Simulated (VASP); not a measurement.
Here is a VASP 6.6.1 calculation.

The input INCAR:

```
  PREC = Accurate
  ENCUT = 520
  EDIFF = 1E-6
  ISMEAR = 0
  SIGMA = 0.1
  LREAL = F
  LASPH = T
  NELM = 60
  ALGO = Normal
  ISIF = 2
  LWAVE = F
  LCHARG = T
  GGA = PE
  LELF = T
  LVHAR = T
  NBANDS = 26
```

File KPOINTS:

```
Automatic mesh
0
Gamma
  6 6 4
```

File POSCAR:

```
Hf2B5
1.0
    3.5575648039      0.0000000000      0.0000000000
   -1.7787824020      3.0809414958      0.0000000000
    0.0000000000      0.0000000000      7.0551350613
Hf B
2 5
Direct
    0.3333333333      0.6666666667      0.3233736247
    0.6666666667      0.3333333333      0.6766263753
    0.5000000000      0.0000000000      0.0000000000
    0.0000000000      0.5000000000      0.0000000000
    0.5000000000      0.5000000000      0.0000000000
    0.0000000000      0.0000000000      0.5000000000
    0.0000000000      0.0000000000      0.0000000000
```

Potentials or basis: VASP PAW PBE potentials, release 64 (Hf_pv, B).

Launch:

```bash
$ cat potpaw_PBE.64/Hf_pv/POTCAR potpaw_PBE.64/B/POTCAR > POTCAR
$ mpirun -np 1 vasp_std > vasp.out
```

**Question.** Predict the largest force.

**Answer.** 0.020 eV/Å.

**Question.** Estimate the pressure.

**Answer.** -0.3 GPa.

Forces in eV/Å, atoms in the order of the input:
```
Hf   0.000  0.000  0.020
Hf   0.000  0.000 -0.020
B    0.000  0.000  0.000
B    0.000  0.000  0.000
B    0.000  0.000  0.000
B    0.000  0.000  0.000
B    0.000  0.000  0.000
```
